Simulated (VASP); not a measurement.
TaN:

```xyz
2
Lattice="0.0000 2.2113 2.2113 2.2113 0.0000 2.2113 2.2113 2.2113 0.0000" Properties=species:S:1:pos:R:3 pbc="T T T"
Ta    2.2113    2.2113    2.2113
N     0.0000    0.0000    0.0000
```

Base run:

| Property | Result |
| --- | --- |
| Program | VASP 6.6.1 |
| Functional | PBE |
| Potentials or basis | VASP PAW PBE potentials, release 64 (Ta_pv, N) |
| Cutoff | 520 eV |
| k mesh | 10 × 10 × 10 |
| Occupations | gaussian, width 0.016 eV |
| Spin | no spin polarisation |

Its results: band gap on the k mesh zero (band 8 reaches 11.20 eV, above the bottom of band 9 at 7.29 eV); pressure -0.6 GPa.

Question: The run is repeated on the same cell with these changes: functional from PBE to RPBE; occupations from gaussian, width 0.016 eV to gaussian, width 0.02 eV. What comes out?

Answer: Band gap on the k mesh zero (band 8 reaches 11.31 eV, above the bottom of band 9 at 7.41 eV); pressure 4.0 GPa.

Caveats: spin-orbit coupling is left out, which moves the levels of the heavy elements; the PAW data sets were made with another functional, which shifts forces and pressure a little (some runs).
